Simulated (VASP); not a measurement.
# WC4 (Pm-3m) in VASP: a series of runs

The runs below take WC4 through single point, relaxation of cell and atoms, with PBE.

Everything below comes from runs of VASP 6.6.1. Logs are shortened: lines on timing, memory, paths and dates and some standing lists are left out, and cuts for length are marked.

### Step 1. The cell of the first run

The structure is cubic, space group Pm-3m (No. 221). The conventional cell has a = 4.091 Å, b = 4.091 Å, c = 4.091 Å, α = 90.00°, β = 90.00°, γ = 90.00°. Within 2.7 Å of W (site symmetry m-3m) lie 6 C at 2.05 Å. C (site symmetry 4/mmm) has 2 W at 2.05 Å within 2.7 Å. Within 3.8 Å of C (site symmetry m-3m) lie 12 C at 2.89 Å and 8 W at 3.54 Å.

### Step 2. Single point, PBE

Input file INCAR:

```
ALGO = Normal
EDIFF = 1E-7
ENCUT = 520
GGA = PE
ISIF = 2
ISMEAR = 0
LASPH = True
LCHARG = True
LELF = True
LREAL = False
LVHAR = True
LWAVE = False
NBANDS = 23
NELM = 100
PREC = Accurate
SIGMA = 0.1
```

Input file KPOINTS:

```
k-points
0
Gamma
  4 4 4
```

Input file POSCAR:

```
WC4
1.0
    4.0911680854      0.0000000000      0.0000000000
    0.0000000000      4.0911680854      0.0000000000
    0.0000000000      0.0000000000      4.0911680854
W C
1 4
Direct
    0.5000000000      0.5000000000      0.5000000000
    0.0000000000      0.5000000000      0.5000000000
    0.5000000000      0.0000000000      0.5000000000
    0.5000000000      0.5000000000      0.0000000000
    0.0000000000      0.0000000000      0.0000000000
```

Potentials or basis: VASP PAW PBE potentials, release 64 (W_sv, C).

The run is started by

```bash
cat potpaw_PBE.64/W_sv/POTCAR potpaw_PBE.64/C/POTCAR > POTCAR
mpirun -np 1 vasp_std > vasp.out
```

OUTCAR:

```text
EDIFF = 1E-7
   ENCUT = 520
   GGA = PE
   ISIF = 2
   ISMEAR = 0
   LASPH = True
   LREAL = False
   NELM = 100
   PREC = Accurate

 ion  position               nearest neighbor table
   1  0.500  0.500  0.500-   2 2.05   3 2.05   4 2.05   4 2.05   3 2.05   2 2.05
   2  0.000  0.500  0.500-   1 2.05   1 2.05
   3  0.500  0.000  0.500-   1 2.05   1 2.05
   4  0.500  0.500  0.000-   1 2.05   1 2.05
   5  0.000  0.000  0.000-

  LATTYP: Found a simple cubic cell.
 ALAT       =     4.0911680854

  Lattice vectors:

 A1 = (   4.0911680854,   0.0000000000,   0.0000000000)
 A2 = (   0.0000000000,   4.0911680854,   0.0000000000)
 A3 = (   0.0000000000,   0.0000000000,   4.0911680854)

Analysis of symmetry for initial positions (statically):
=====================================================================
 Subroutine PRICEL returns:
 Original cell was already a primitive cell.

 Routine SETGRP: Setting up the symmetry group for a
 simple cubic supercell.

 Subroutine GETGRP returns: Found 48 space group operations
 (whereof 48 operations were pure point group operations)
 out of a pool of 48 trial point group operations.

The static configuration has the point symmetry O_h .

Analysis of symmetry for dynamics (positions and initial velocities):
=====================================================================
 Subroutine PRICEL returns:
 Original cell was already a primitive cell.

 Routine SETGRP: Setting up the symmetry group for a
 simple cubic supercell.

 Subroutine GETGRP returns: Found 48 space group operations
 (whereof 48 operations were pure point group operations)
 out of a pool of 48 trial point group operations.

The dynamic configuration has the point symmetry O_h .

 Subroutine INISYM returns: Found 48 space group operations
 (whereof 48 operations are pure point group operations),
 and found     1 'primitive' translations

----------------------------------------------------------------------------------------

                                     Primitive cell

  volume of cell :      68.4766

  direct lattice vectors                    reciprocal lattice vectors
     4.091168085  0.000000000  0.000000000     0.244428970  0.000000000  0.000000000
     0.000000000  4.091168085  0.000000000     0.000000000  0.244428970  0.000000000
     0.000000000  0.000000000  4.091168085     0.000000000  0.000000000  0.244428970

  length of vectors
     4.091168085  4.091168085  4.091168085     0.244428970  0.244428970  0.244428970

  position of ions in fractional coordinates (direct lattice)
     0.500000000  0.500000000  0.500000000
     0.000000000  0.500000000  0.500000000
     0.500000000  0.000000000  0.500000000
     0.500000000  0.500000000  0.000000000
     0.000000000  0.000000000  0.000000000

  ion indices of the primitive-cell ions
   primitive index   ion index
                 1           1
                 2           2
                 3           3
                 4           4
                 5           5

----------------------------------------------------------------------------------------

 KPOINTS: k-points

Automatic generation of k-mesh.
 Grid dimensions read from file:
 generate k-points for:    4    4    4

 Generating k-lattice:

  Cartesian coordinates                     Fractional coordinates (reciprocal lattice)
     0.061107242  0.000000000  0.000000000     0.250000000  0.000000000  0.000000000
     0.000000000  0.061107242  0.000000000     0.000000000  0.250000000  0.000000000
     0.000000000  0.000000000  0.061107242     0.000000000  0.000000000  0.250000000

  Length of vectors
     0.061107242  0.061107242  0.061107242

  Shift w.r.t. Gamma in fractional coordinates (k-lattice)
     0.000000000  0.000000000  0.000000000

 Subroutine IBZKPT returns following result:
 ===========================================

 Found     10 irreducible k-points:

 Following reciprocal coordinates:
            Coordinates               Weight
  0.000000  0.000000  0.000000      1.000000
  0.250000  0.000000  0.000000      6.000000
  0.500000  0.000000  0.000000      3.000000
  0.250000  0.250000  0.000000     12.000000
  0.500000  0.250000  0.000000     12.000000
  0.500000  0.500000  0.000000      3.000000
  0.250000  0.250000  0.250000      8.000000
  0.500000  0.250000  0.250000     12.000000
  0.500000  0.500000  0.250000      6.000000
  0.500000  0.500000  0.500000      1.000000
   k-points           NKPTS =     10   k-points in BZ     NKDIM =     10   number of bands    NBANDS=     23
   number of dos      NEDOS =    301   number of ions     NIONS =      5
   total plane-waves  NPLWV =  27000
   dimension x,y,z NGX =    30 NGY =   30 NGZ =   30
   dimension x,y,z NGXF=    60 NGYF=   60 NGZF=   60
   ions per type =               1   4
   NGX,Y,Z   is equivalent  to a cutoff of  12.19, 12.19, 12.19 a.u.
   NGXF,Y,Z  is equivalent  to a cutoff of  24.38, 24.38, 24.38 a.u.
 SYSTEM =  unknown system
   PREC   = accura    normal or accurate (medium, high low for compatibility)
   ISTART =      0    job   : 0-new  1-cont  2-samecut
   ICHARG =      2    charge: 1-file 2-atom 10-const
   ISPIN  =      1    spin polarized calculation?
   LNONCOLLINEAR =      F non collinear calculations
   LSORBIT =      F    spin-orbit coupling
   LASPH  =      T    aspherical Exc in radial PAW
   ENCUT  =  520.0 eV  38.22 Ry    6.18 a.u.   7.61  7.61  7.61*2*pi/ulx,y,z
   NELM   =    100;   NELMIN=  2; NELMDL= -5     # of ELM steps
   EDIFF  = 0.1E-06   stopping-criterion for ELM
   LREAL  =      F    real-space projection
   EDIFFG = 0.1E-05   stopping-criterion for IOM
   NSW    =      0    number of steps for IOM
   IBRION =     -1    ionic relax: 0-MD 1-quasi-New 2-CG
   NFREE  =      0    steps in history (QN), initial steepest desc. (CG)
   ISIF   =      2    stress and relaxation
   ISYM   =      2    0-nonsym 1-usesym 2-fastsym
   POTIM  = 0.5000    time-step for ionic-motion
   TEBEG  =    0.0;   TEEND  =   0.0 temperature during run
   PSTRESS=    0.0 pullay stress
   NELECT =      30.0000    total number of electrons
   NUPDOWN=      -1.0000    fix difference up-down
   EMIN   =  10.00;   EMAX   =-10.00  energy-range for DOS
   EFERMI =   0.00;   METHOD = LEGACY
   ISMEAR =     0;   SIGMA  =   0.10  broadening in eV -4-tet -1-fermi 0-gaus
   EFERMI_NEDOS =   21; number of points for ismear=-14 and -15
   IALGO  =     38    algorithm
   IMIX   =      4    mixing-type and parameters
     AMIX     =   0.40;   BMIX     =  1.00
     AMIX_MAG =   1.60;   BMIX_MAG =  1.00
  volume/ion in A,a.u.               =      13.70        92.42
  Fermi-wavevector in a.u.,A,eV,Ry     =   1.243373  2.349633 21.034269  1.545975
  Thomas-Fermi vector in A             =   2.377686
   LORBIT       =      0    0 simple, 1 ext, 2 COOP (PROOUT), +10 PAW based schemes
   GGA     = PE    functional components
   LHFCALC =     F    Hartree Fock is set to
   AEXX    =    0.0000 exact exchange contribution
   IVDW    =     0    specifies the selected vdW correction
   LEPSILON=     F    determine dielectric tensor
   LRPA    =     F    only Hartree local field effects (RPA)
 non-spin polarized calculation
 Gauss-broadening in eV      SIGMA  =   0.10
  energy-cutoff  :      520.00
  volume of cell :       68.48
 maximum number of plane-waves:      1856
   NGX = 15   NGY = 15   NGZ = 15

 number of electron      30.0000006 magnetization

 Free energy of the ion-electron system (eV)
  ---------------------------------------------------
  ext. energy  EPLUGINS =         0.00000000
  ---------------------------------------------------
  free energy    TOTEN  =       -33.82696982 eV

  energy without entropy =      -33.81462599  energy(sigma->0) =      -33.82079790

 E-fermi :   3.6377     XC(G=0): -10.4849

 val. band max:        3.6317196490   @ k =   0.5000   0.0000   0.0000
 cond. band min:       3.7298620663   @ k =   0.5000   0.0000   0.0000
 fundamental gap:      0.0981424173
 Fermi energy:         3.6377083052

 k-point     1 :       0.0000    0.0000    0.0000
  band No.  band energies     occupation
      1     -70.1791      2.00000
      2     -34.4959      2.00000
      3     -34.4959      2.00000
      4     -34.4959      2.00000
      5      -8.9606      2.00000
      6      -6.2014      2.00000
[... 15 lines left out ...]
     22       6.0788      0.00000
     23       6.0788      0.00000

 k-point     2 :       0.2500    0.0000    0.0000
  band No.  band energies     occupation
      1     -70.1791      2.00000
      2     -34.5011      2.00000
      3     -34.4951      2.00000
      4     -34.4951      2.00000
      5      -8.5113      2.00000
      6      -6.1616      2.00000
[... 15 lines left out ...]
     22       6.9558      0.00000
     23       6.9558      0.00000

 k-point     3 :       0.5000    0.0000    0.0000
  band No.  band energies     occupation
      1     -70.1791      2.00000
      2     -34.5062      2.00000
      3     -34.4943      2.00000
      4     -34.4943      2.00000
      5      -7.7937      2.00000
      6      -6.6251      2.00000
[... 15 lines left out ...]
     22       8.4042      0.00000
     23       8.4043      0.00000

 k-point     4 :       0.2500    0.2500    0.0000
  band No.  band energies     occupation
      1     -70.1791      2.00000
      2     -34.5003      2.00000
      3     -34.5002      2.00000
      4     -34.4943      2.00000
      5      -8.0557      2.00000
      6      -6.1268      2.00000
[... 15 lines left out ...]
     22       6.8743      0.00000
     23       7.2711      0.00000

 k-point     5 :       0.5000    0.2500    0.0000
  band No.  band energies     occupation
      1     -70.1791      2.00000
      2     -34.5053      2.00000
      3     -34.4994      2.00000
      4     -34.4936      2.00000
      5      -7.3489      2.00000
      6      -6.3166      2.00000
[... 15 lines left out ...]
     22       8.3533      0.00000
     23       8.4342      0.00000

 k-point     6 :       0.5000    0.5000    0.0000
  band No.  band energies     occupation
      1     -70.1791      2.00000
      2     -34.5045      2.00000
      3     -34.5045      2.00000
      4     -34.4928      2.00000
      5      -6.9133      2.00000
      6      -5.5868      2.00000
[... 15 lines left out ...]
     22       8.3169      0.00000
     23       8.9300      0.00000

 k-point     7 :       0.2500    0.2500    0.2500
  band No.  band energies     occupation
      1     -70.1791      2.00000
      2     -34.4995      2.00000
      3     -34.4994      2.00000
      4     -34.4994      2.00000
      5      -7.5716      2.00000
      6      -5.7715      2.00000
[... 15 lines left out ...]
     22       7.5938      0.00000
     23       7.5938      0.00000

 k-point     8 :       0.5000    0.2500    0.2500
  band No.  band energies     occupation
      1     -70.1791      2.00000
      2     -34.5045      2.00000
      3     -34.4986      2.00000
      4     -34.4986      2.00000
      5      -6.7834      2.00000
      6      -6.0292      2.00000
[... 15 lines left out ...]
     22       8.5573      0.00000
     23       8.6612      0.00000

 k-point     9 :       0.5000    0.5000    0.2500
  band No.  band energies     occupation
      1     -70.1791      2.00000
      2     -34.5036      2.00000
      3     -34.5036      2.00000
      4     -34.4978      2.00000
      5      -6.1908      2.00000
      6      -5.3876      2.00000
[... 15 lines left out ...]
     22       8.7947      0.00000
     23       9.1740      0.00000

 k-point    10 :       0.5000    0.5000    0.5000
  band No.  band energies     occupation
      1     -70.1791      2.00000
      2     -34.5028      2.00000
      3     -34.5028      2.00000
      4     -34.5028      2.00000
      5      -5.1448      2.00000
      6      -4.9762      2.00000
[... 15 lines left out ...]
     22       9.4458      0.00000
     23       9.4458      0.00000

------------------------ aborting loop because EDIFF is reached ----------------------------------------

  FORCE on cell =-STRESS in cart. coord.  units (eV):
  Direction    XX          YY          ZZ          XY          YZ          ZX
  --------------------------------------------------------------------------------------
  -------------------------------------------------------------------------------------
  Total        0.0544433      0.0544433      0.0544433      0.0000000      0.0000000      0.0000000
  in kB        1.2738351      1.2738351      1.2738351      0.0000000      0.0000000      0.0000000
  external PRESSURE =       1.2738351 kB  Pullay stress =       0.0000000 kB

 VOLUME and BASIS-vectors are now :
 -----------------------------------------------------------------------------
  energy-cutoff  :      520.00
  volume of cell :       68.48
      direct lattice vectors                 reciprocal lattice vectors
     4.091168085  0.000000000  0.000000000     0.244428970  0.000000000  0.000000000
     0.000000000  4.091168085  0.000000000     0.000000000  0.244428970  0.000000000
     0.000000000  0.000000000  4.091168085     0.000000000  0.000000000  0.244428970

 POSITION                                       TOTAL-FORCE (eV/Angst)
 -----------------------------------------------------------------------------------
      2.04558      2.04558      2.04558         0.000000      0.000000      0.000000
      0.00000      2.04558      2.04558         0.000000      0.000000      0.000000
      2.04558      0.00000      2.04558         0.000000      0.000000      0.000000
      2.04558      2.04558      0.00000         0.000000      0.000000      0.000000
      0.00000      0.00000      0.00000         0.000000      0.000000      0.000000
 -----------------------------------------------------------------------------------
    total drift:                                0.000000      0.000000     -0.000000

  FREE ENERGIE OF THE ION-ELECTRON SYSTEM (eV)
  ---------------------------------------------------
  free  energy   TOTEN  =       -33.8269698167 eV

  energy  without entropy=      -33.8146259888  energy(sigma->0) =      -33.82079790
```

Wall time 9.6 s (1 thread of Intel Xeon 6975P-C (Granite Rapids), shared host); peak memory 0.16 GiB.

What came out:

```
Free energy            : -33.8270 eV
Pressure               : 0.1 GPa
Band gap on the k mesh : zero (band 15 reaches 4.45 eV, above the bottom of band 16 at 3.34 eV)
```

Levels at points of the mesh, in eV from the Fermi level:
```csv
k point,band 13,band 14,band 15,band 16,band 17,band 18
"(0.00, 0.00, 0.00)",0.15,0.15,0.53,0.53,0.53,0.61
"(0.50, 0.00, 0.00)",-1.45,-0.13,-0.01,0.09,0.23,0.62
"(0.50, 0.50, 0.00)",-2.64,-1.70,-1.70,-0.29,-0.24,2.02
"(0.50, 0.50, 0.50)",-4.86,-4.86,0.82,0.82,0.82,2.37
```

Caveat: the k points lie up to 0.38 Å⁻¹ apart; spin-orbit coupling is left out, which moves the levels of the heavy elements.

### Step 3. Single point, PBE

This run uses another cell than the first one, of 16.01 Å³/atom, 1.169 times its volume.

Input file INCAR:

```
  ALGO = Normal
  EDIFF = 1E-6
  ENCUT = 520
  GGA = PE
  ISIF = 2
  ISMEAR = 0
  LASPH = True
  LCHARG = False
  LREAL = False
  LWAVE = False
  NBANDS = 23
  NELM = 100
  PREC = Accurate
  SIGMA = 0.1
```

KPOINTS is that of step 2.

POSCAR: that of step 2 with these lines changed.

```diff
@@ -2,5 +2,5 @@
 1.0
-    4.0911680854      0.0000000000      0.0000000000
-    0.0000000000      4.0911680854      0.0000000000
-    0.0000000000      0.0000000000      4.0911680854
+    4.3095144900      0.0000000000      0.0000000000
+    0.0000000000      4.3095144900      0.0000000000
+    0.0000000000      0.0000000000      4.3095144900
 W C
```

Potentials or basis: VASP PAW PBE potentials, release 64 (W_sv, C).

The run is started by

```bash
cat potpaw_PBE.64/W_sv/POTCAR potpaw_PBE.64/C/POTCAR > POTCAR
mpirun -np 1 vasp_std > vasp.out
```

Wall time 7.7 s (1 thread of Intel Xeon 6975P-C (Granite Rapids), shared host); peak memory 0.18 GiB.

Results (log left out):

| Property | Result |
| --- | --- |
| Free energy | -33.0783 eV |
| Pressure | -18.3 GPa |
| Band gap on the k mesh | zero (band 15 reaches 3.04 eV, above the bottom of band 16 at 1.78 eV) |

Levels at points of the mesh, in eV from the Fermi level:
```tsv
k point	band 12	band 13	band 14	band 15	band 16	band 17	band 18	band 19
(0.00, 0.00, 0.00)	0.15	0.15	0.15	0.28	0.28	0.28	0.63	0.63
(0.50, 0.00, 0.00)	-1.44	-1.44	-0.02	-0.02	0.08	0.21	0.53	0.53
(0.50, 0.50, 0.00)	-2.16	-2.16	-1.43	-1.43	-0.60	-0.12	1.69	1.69
(0.50, 0.50, 0.50)	-4.30	-4.25	-4.25	0.66	0.66	0.66	2.04	2.04
```

Caveat: the k points lie up to 0.36 Å⁻¹ apart; spin-orbit coupling is left out, which moves the levels of the heavy elements.

(Continued in part 2 of 2.)
